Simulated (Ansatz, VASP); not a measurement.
W: VASP beside Ansatz

```xyz
1
Lattice="-1.6032 1.6032 1.6032 1.6032 -1.6032 1.6032 1.6032 1.6032 -1.6032" Properties=species:S:1:pos:R:3 pbc="T T T"
W     0.0000    0.0000    0.0000
```

Change from the starting cell: volume scaled by 1.04.

Alike in both runs: task single point; functional b88 exchange, pbe correlation; k mesh 12 × 12 × 12; no spin polarisation.

```csv
,VASP,Ansatz
version,VASP 6.6.1,Ansatz 0.2.0
potentials or method,"VASP PAW PBE potentials, release 64 (W_sv), cutoff 500 eV","all-electron LAPW, scalar-relativistic"
occupations,"methfessel-paxton of order 1, width 0.01 eV","cold, width 0.01 eV"
```

Ansatz gave:

* gap on the k mesh at the Fermi level (eV): none
* pressure (GPa): -5.9

Task: Estimate VASP's values.

Result: gap on the k mesh at the Fermi level (eV): none; pressure (GPa): -5.6.

VASP's potentials were made for PBE, not for b88 exchange, pbe correlation. A gap of «none» marks a metal or a gap that the smearing closes. Ansatz ran all-electron here, and VASP with PAW potentials.

Neither program's run includes spin-orbit coupling.
